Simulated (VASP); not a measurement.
# YTl: single point with LDA

The system is YTl.

```xyz
2
Lattice="3.7510 0.0000 0.0000 0.0000 3.7510 0.0000 0.0000 0.0000 3.6760" Properties=species:S:1:pos:R:3 pbc="T T T"
Y     1.8755    1.8755    1.8380
Tl    0.0000    0.0000    0.0000
```

This cell differs from its parent crystal: zz strain of -2 %.

```json
{"Program": "VASP 6.6.1", "Task": "single point", "Functional": "LDA", "Potentials or basis": "VASP PAW LDA potentials, release 64 (Y_sv, Tl_d)", "Cutoff": "520 eV", "k mesh": "11 × 11 × 11", "Occupations": "fermi-dirac, width 0.08 eV", "Spin": "no spin polarisation", "Dipole correction": "no", "Further INCAR settings": "ALGO = Normal; EDIFF = 1e-06; NBANDS = 19"}
```

```yaml
Pressure: -1.7 GPa
Band_gap_on_the_k_mesh: zero (bands 12 and 13 overlap by 2.21 eV)
```

Stress tensor (GPa, compression positive):
```
-1.84  0.00  0.00
 0.00 -1.84  0.00
 0.00  0.00 -1.50
```

Levels at points of the mesh, in eV from the Fermi level:
```
           k point  band 10  band 11  band 12  band 13  band 14  band 15
(0.00, 0.00, 0.00)    -9.15    -0.15    -0.14     3.01     3.01     3.40
```

Run time: 30 s on 1 thread of Intel(R) Xeon(R) 6975P-C (Granite Rapids) (shared host), peak memory 0.26 GiB.

Caveat: the cell differs from its parent crystal (zz strain of -2 %); spin-orbit coupling is left out, which moves the levels of the heavy elements.
